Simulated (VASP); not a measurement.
# B2SbN (P6/mmm) in VASP: single point with PBE

Aim: the single point of B2SbN with PBE.

Program: VASP 6.6.1. These are calculated values, not measurements. Logs are shortened: lines on timing, memory, paths and dates and some standing lists are left out, and cuts for length are marked.

### Step 1. The cell of the first run

The structure is hexagonal, space group P6/mmm (No. 191). The conventional cell has a = 3.345 Å, b = 3.345 Å, c = 7.034 Å, α = 90.00°, β = 90.00°, γ = 120.00°. Within 1.8 Å of B (site symmetry 6mm) lie 1 N at 1.38 Å. Within 2.8 Å of Sb (site symmetry 6/mmm) lie 2 B at 2.14 Å. Within 1.8 Å of N (site symmetry 6/mmm) lie 2 B at 1.38 Å.

The cell was generated, and may not be a known phase.

### Step 2. Single point, PBE

INCAR reads:

```
SYSTEM = B2SbN
PREC = Accurate ; ENCUT = 700
EDIFF = 1E-6 ; ISMEAR = 0
SIGMA = 0.1 ; LREAL = .FALSE.
LASPH = .TRUE. ; NELM = 120
ALGO = Normal ; ISIF = 2
LWAVE = .FALSE. ; LCHARG = .FALSE.
GGA = PE ; NBANDS = 21
GGA_COMPAT = .FALSE.
```

KPOINTS reads:

```
regular mesh
0
G
  6 6 4
  0 0 0
```

POSCAR reads:

```
B2SbN
1.0
    3.3446122200      0.0000000000      0.0000000000
   -1.6723061100      2.8965191500      0.0000000000
    0.0000000000      0.0000000000      7.0339338000
B Sb N
2 1 1
Direct
    0.0000000000      0.0000000000      0.6961164100
    0.0000000000      0.0000000000      0.3038835900
    0.0000000000      0.0000000000      0.0000000000
    0.0000000000      0.0000000000      0.5000000000
```

Potentials or basis: VASP PAW PBE potentials, release 64 (B, Sb_d_GW, N).

Launch:

```sh
cat potpaw_PBE.64/B/POTCAR potpaw_PBE.64/Sb_d_GW/POTCAR potpaw_PBE.64/N/POTCAR > POTCAR
mpirun -np 1 vasp_std > vasp.out
```

OUTCAR:

```text
SYSTEM = B2SbN
   PREC = Accurate
   ENCUT = 700
   EDIFF = 1E-6
   ISMEAR = 0
   LREAL = .FALSE.
   LASPH = .TRUE.
   NELM = 120
   ISIF = 2
   GGA = PE

 ion  position               nearest neighbor table
   1  0.000  0.000  0.696-   4 1.38   3 2.14
   2  0.000  0.000  0.304-   4 1.38   3 2.14
   3  0.000  0.000  0.000-   1 2.14   2 2.14
   4  0.000  0.000  0.500-   1 1.38   2 1.38

  LATTYP: Found a hexagonal cell.
 ALAT       =     3.3446122200
 C/A-ratio  =     2.1030640736

  Lattice vectors:

 A1 = (   3.3446122200,   0.0000000000,   0.0000000000)
 A2 = (  -1.6723061100,   2.8965191500,   0.0000000000)
 A3 = (   0.0000000000,   0.0000000000,   7.0339338000)

Analysis of symmetry for initial positions (statically):
=====================================================================
 Subroutine PRICEL returns:
 Original cell was already a primitive cell.

 Routine SETGRP: Setting up the symmetry group for a
 hexagonal supercell.

 Subroutine GETGRP returns: Found 24 space group operations
 (whereof 24 operations were pure point group operations)
 out of a pool of 24 trial point group operations.

The static configuration has the point symmetry D_6h.

Analysis of symmetry for dynamics (positions and initial velocities):
=====================================================================
 Subroutine PRICEL returns:
 Original cell was already a primitive cell.

 Routine SETGRP: Setting up the symmetry group for a
 hexagonal supercell.

 Subroutine GETGRP returns: Found 24 space group operations
 (whereof 24 operations were pure point group operations)
 out of a pool of 24 trial point group operations.

The dynamic configuration has the point symmetry D_6h.

 Subroutine INISYM returns: Found 24 space group operations
 (whereof 24 operations are pure point group operations),
 and found     1 'primitive' translations

----------------------------------------------------------------------------------------

                                     Primitive cell

  volume of cell :      68.1429

  direct lattice vectors                    reciprocal lattice vectors
     3.344612220  0.000000000  0.000000000     0.298988323  0.172620989  0.000000000
    -1.672306110  2.896519150  0.000000000     0.000000000  0.345241978  0.000000000
     0.000000000  0.000000000  7.033933800     0.000000000  0.000000000  0.142167957

  length of vectors
     3.344612220  3.344612221  7.033933800     0.345241978  0.345241978  0.142167957

  position of ions in fractional coordinates (direct lattice)
     0.000000000  0.000000000  0.696116410
     0.000000000  0.000000000  0.303883590
     0.000000000  0.000000000  0.000000000
     0.000000000  0.000000000  0.500000000

  ion indices of the primitive-cell ions
   primitive index   ion index
                 1           1
                 2           2
                 3           3
                 4           4

----------------------------------------------------------------------------------------

 KPOINTS: regular mesh

Automatic generation of k-mesh.
 Grid dimensions read from file:
 generate k-points for:    6    6    4

 Generating k-lattice:

  Cartesian coordinates                     Fractional coordinates (reciprocal lattice)
     0.049831387  0.028770165  0.000000000     0.166666667  0.000000000  0.000000000
     0.000000000  0.057540330  0.000000000     0.000000000  0.166666667  0.000000000
     0.000000000  0.000000000  0.035541989     0.000000000  0.000000000  0.250000000

  Length of vectors
     0.057540330  0.057540330  0.035541989

  Shift w.r.t. Gamma in fractional coordinates (k-lattice)
     0.000000000  0.000000000  0.000000000

 Subroutine IBZKPT returns following result:
 ===========================================

 Found     21 irreducible k-points:

 Following reciprocal coordinates:
            Coordinates               Weight
  0.000000  0.000000  0.000000      1.000000
  0.166667  0.000000  0.000000      6.000000
  0.333333  0.000000  0.000000      6.000000
  0.500000  0.000000  0.000000      3.000000
  0.166667  0.166667  0.000000      6.000000
  0.333333  0.166667  0.000000     12.000000
[... 13 lines left out ...]
  0.333333  0.166667  0.500000     12.000000
  0.333333  0.333333  0.500000      2.000000
   k-points           NKPTS =     21   k-points in BZ     NKDIM =     21   number of bands    NBANDS=     21
   number of dos      NEDOS =    301   number of ions     NIONS =      4
   total plane-waves  NPLWV =  57600
   dimension x,y,z NGX =    30 NGY =   30 NGZ =   64
   dimension x,y,z NGXF=    60 NGYF=   60 NGZF=  128
   ions per type =               2   1   1
   NGX,Y,Z   is equivalent  to a cutoff of  14.91, 14.91, 15.13 a.u.
   NGXF,Y,Z  is equivalent  to a cutoff of  29.82, 29.82, 30.25 a.u.
 SYSTEM =  B2SbN
   PREC   = accura    normal or accurate (medium, high low for compatibility)
   ISTART =      0    job   : 0-new  1-cont  2-samecut
   ICHARG =      2    charge: 1-file 2-atom 10-const
   ISPIN  =      1    spin polarized calculation?
   LNONCOLLINEAR =      F non collinear calculations
   LSORBIT =      F    spin-orbit coupling
   LASPH  =      T    aspherical Exc in radial PAW
   ENCUT  =  700.0 eV  51.45 Ry    7.17 a.u.   7.22  7.22 15.17*2*pi/ulx,y,z
   NELM   =    120;   NELMIN=  2; NELMDL= -5     # of ELM steps
   EDIFF  = 0.1E-05   stopping-criterion for ELM
   LREAL  =      F    real-space projection
[... 7 lines left out ...]
   TEBEG  =    0.0;   TEEND  =   0.0 temperature during run
   PSTRESS=    0.0 pullay stress
   NELECT =      26.0000    total number of electrons
   NUPDOWN=      -1.0000    fix difference up-down
   EMIN   =  10.00;   EMAX   =-10.00  energy-range for DOS
   EFERMI =   0.00;   METHOD = LEGACY
   ISMEAR =     0;   SIGMA  =   0.10  broadening in eV -4-tet -1-fermi 0-gaus
   EFERMI_NEDOS =   21; number of points for ismear=-14 and -15
   IALGO  =     38    algorithm
   IMIX   =      4    mixing-type and parameters
     AMIX     =   0.40;   BMIX     =  1.00
     AMIX_MAG =   1.60;   BMIX_MAG =  1.00
  volume/ion in A,a.u.               =      17.04       114.96
  Fermi-wavevector in a.u.,A,eV,Ry     =   1.187387  2.243837 19.182705  1.409889
  Thomas-Fermi vector in A             =   2.323540
   LORBIT       =      0    0 simple, 1 ext, 2 COOP (PROOUT), +10 PAW based schemes
   GGA     = PE    functional components
   LHFCALC =     F    Hartree Fock is set to
   AEXX    =    0.0000 exact exchange contribution
   IVDW    =     0    specifies the selected vdW correction
   LEPSILON=     F    determine dielectric tensor
   LRPA    =     F    only Hartree local field effects (RPA)
 non-spin polarized calculation
 Gauss-broadening in eV      SIGMA  =   0.10
  energy-cutoff  :      700.00
  volume of cell :       68.14
 maximum number of plane-waves:      2892
 NGX is ok and might be reduce to    30
   NGX = 15   NGY = 15   NGZ = 31

 number of electron      26.0000001 magnetization

 Free energy of the ion-electron system (eV)
  ---------------------------------------------------
  ext. energy  EPLUGINS =         0.00000000
  ---------------------------------------------------
  free energy    TOTEN  =       -22.34055055 eV

  energy without entropy =      -22.32857208  energy(sigma->0) =      -22.33456132

 E-fermi :   3.1477     XC(G=0):  -9.4726

 val. band max:        3.1210908800   @ k =   0.3333   0.0000   0.5000
 cond. band min:       3.1487592058   @ k =   0.1667   0.1667   0.5000
 fundamental gap:      0.0276683258
 Fermi energy:         3.1477029542

 k-point     1 :       0.0000    0.0000    0.0000
  band No.  band energies     occupation
      1     -26.6204      2.00000
      2     -26.5687      2.00000
      3     -26.5687      2.00000
      4     -26.4983      2.00000
      5     -26.4983      2.00000
      6     -13.2108      2.00000
[... 13 lines left out ...]
     20      11.5144      0.00000
     21      11.5754      0.00000

 k-point     2 :       0.1667    0.0000    0.0000
  band No.  band energies     occupation
      1     -26.6121      2.00000
      2     -26.5687      2.00000
      3     -26.5506      2.00000
      4     -26.5061      2.00000
      5     -26.5002      2.00000
      6     -13.1098      2.00000
[... 13 lines left out ...]
     20      11.0406      0.00000
     21      11.7803      0.00000

 k-point     3 :       0.3333    0.0000    0.0000
  band No.  band energies     occupation
      1     -26.6065      2.00000
      2     -26.5578      2.00000
      3     -26.5218      2.00000
      4     -26.5141      2.00000
      5     -26.5041      2.00000
      6     -12.8979      2.00000
[... 13 lines left out ...]
     20      10.6755      0.00000
     21      12.3031      0.00000

 k-point     4 :       0.5000    0.0000    0.0000
  band No.  band energies     occupation
      1     -26.6081      2.00000
      2     -26.5479      2.00000
      3     -26.5296      2.00000
      4     -26.5061      2.00000
      5     -26.4958      2.00000
      6     -12.7863      2.00000
[... 13 lines left out ...]
     20      11.5243      0.00000
     21      11.8394      0.00000

 k-point     5 :       0.1667    0.1667    0.0000
  band No.  band energies     occupation
      1     -26.5995      2.00000
      2     -26.5671      2.00000
      3     -26.5250      2.00000
      4     -26.5164      2.00000
      5     -26.5046      2.00000
      6     -12.9525      2.00000
[... 13 lines left out ...]
     20      11.9857      0.00000
     21      12.0927      0.00000

 k-point     6 :       0.3333    0.1667    0.0000
  band No.  band energies     occupation
      1     -26.5926      2.00000
      2     -26.5516      2.00000
      3     -26.5256      2.00000
      4     -26.5101      2.00000
      5     -26.5079      2.00000
      6     -12.7878      2.00000
[... 13 lines left out ...]
     20      11.3818      0.00000
     21      12.8332      0.00000

 k-point     7 :       0.3333    0.3333    0.0000
  band No.  band energies     occupation
      1     -26.5772      2.00000
      2     -26.5309      2.00000
      3     -26.5309      2.00000
      4     -26.5203      2.00000
      5     -26.5203      2.00000
      6     -12.7324      2.00000
[... 13 lines left out ...]
     20      12.3451      0.00000
     21      12.8870      0.00000
[... 219 lines left out ...]
      1     -26.6064      2.00000
      2     -26.5578      2.00000
      3     -26.5218      2.00000
      4     -26.5141      2.00000
      5     -26.5041      2.00000
      6     -12.8946      2.00000
[... 13 lines left out ...]
     20       9.4925      0.00000
     21      11.7058      0.00000

 k-point    18 :       0.5000    0.0000    0.5000
  band No.  band energies     occupation
      1     -26.6081      2.00000
      2     -26.5479      2.00000
      3     -26.5296      2.00000
      4     -26.5061      2.00000
      5     -26.4958      2.00000
      6     -12.7846      2.00000
[... 13 lines left out ...]
     20      10.0449      0.00000
     21      11.6060      0.00000

 k-point    19 :       0.1667    0.1667    0.5000
  band No.  band energies     occupation
      1     -26.5995      2.00000
      2     -26.5671      2.00000
      3     -26.5250      2.00000
      4     -26.5164      2.00000
      5     -26.5046      2.00000
      6     -12.9484      2.00000
[... 13 lines left out ...]
     20      12.2881      0.00000
     21      13.2476      0.00000

 k-point    20 :       0.3333    0.1667    0.5000
  band No.  band energies     occupation
      1     -26.5926      2.00000
      2     -26.5516      2.00000
      3     -26.5257      2.00000
      4     -26.5101      2.00000
      5     -26.5079      2.00000
      6     -12.7860      2.00000
[... 13 lines left out ...]
     20      11.9055      0.00000
     21      12.8959      0.00000

 k-point    21 :       0.3333    0.3333    0.5000
  band No.  band energies     occupation
      1     -26.5772      2.00000
      2     -26.5309      2.00000
      3     -26.5309      2.00000
      4     -26.5203      2.00000
      5     -26.5203      2.00000
      6     -12.7311      2.00000
[... 13 lines left out ...]
     20      14.1852      0.00000
     21      14.1854      0.00000

------------------------ aborting loop because EDIFF is reached ----------------------------------------

  FORCE on cell =-STRESS in cart. coord.  units (eV):
  Direction    XX          YY          ZZ          XY          YZ          ZX
  --------------------------------------------------------------------------------------
  -------------------------------------------------------------------------------------
  Total       -2.2502665     -2.2502665     -4.8884190      0.0000000      0.0000000     -0.0000000
  in kB      -52.9083329    -52.9083330   -114.9366557      0.0000000      0.0000000     -0.0000000
  external PRESSURE =     -73.5844405 kB  Pullay stress =       0.0000000 kB

 VOLUME and BASIS-vectors are now :
 -----------------------------------------------------------------------------
  energy-cutoff  :      700.00
  volume of cell :       68.14
      direct lattice vectors                 reciprocal lattice vectors
     3.344612220  0.000000000  0.000000000     0.298988323  0.172620989  0.000000000
    -1.672306110  2.896519150  0.000000000     0.000000000  0.345241978  0.000000000
     0.000000000  0.000000000  7.033933800     0.000000000  0.000000000  0.142167957

 POSITION                                       TOTAL-FORCE (eV/Angst)
 -----------------------------------------------------------------------------------
      0.00000      0.00000      4.89644        -0.000000     -0.000000     -4.777840
      0.00000      0.00000      2.13750         0.000000      0.000000      4.777840
      0.00000      0.00000      0.00000         0.000000     -0.000000      0.000000
      0.00000      0.00000      3.51697         0.000000     -0.000000      0.000000
 -----------------------------------------------------------------------------------
    total drift:                                0.000000      0.000000     -0.000000

  FREE ENERGIE OF THE ION-ELECTRON SYSTEM (eV)
  ---------------------------------------------------
  free  energy   TOTEN  =       -22.3405505516 eV

  energy  without entropy=      -22.3285720807  energy(sigma->0) =      -22.33456132
```

Run time: 39 s. Hardware: 1 thread of Intel Xeon 6975P-C (Granite Rapids), shared host; peak memory 0.27 GiB.

Results:

| Property | Result |
| --- | --- |
| Free energy | -22.3406 eV |
| Pressure | -7.4 GPa |
| Largest force | 4.778 eV/Å |
| Band gap on the k mesh | zero (bands 13 and 14 overlap by 4.02 eV) |

Forces on the atoms (eV/Å):
```
B    0.000  0.000 -4.778
B    0.000  0.000  4.778
Sb   0.000  0.000  0.000
N    0.000  0.000  0.000
```

Levels at points of the mesh, in eV from the Fermi level:
```csv
k point,band 11,band 12,band 13,band 14,band 15,band 16
"(0.00, 0.00, 0.00)",-2.46,-1.77,3.35,3.35,3.38,3.38
"(0.50, 0.00, 0.00)",-3.85,-2.97,-1.17,0.67,1.20,2.42
"(0.00, 0.00, 0.50)",-2.42,-0.86,2.11,2.11,4.34,6.18
"(0.50, 0.00, 0.50)",-4.84,-2.89,0.37,0.80,1.29,1.69
```

Caveat: the k points lie up to 0.36 Å⁻¹ apart, too coarse for converged energies and pressures of a metal; spin-orbit coupling is left out, which moves the levels of the heavy elements; forces of over 1 eV/Å act on the atoms, so gaps and moduli don't describe the material at rest.

The gap in the log of VASP goes by the Fermi energy; the results here count the filled bands.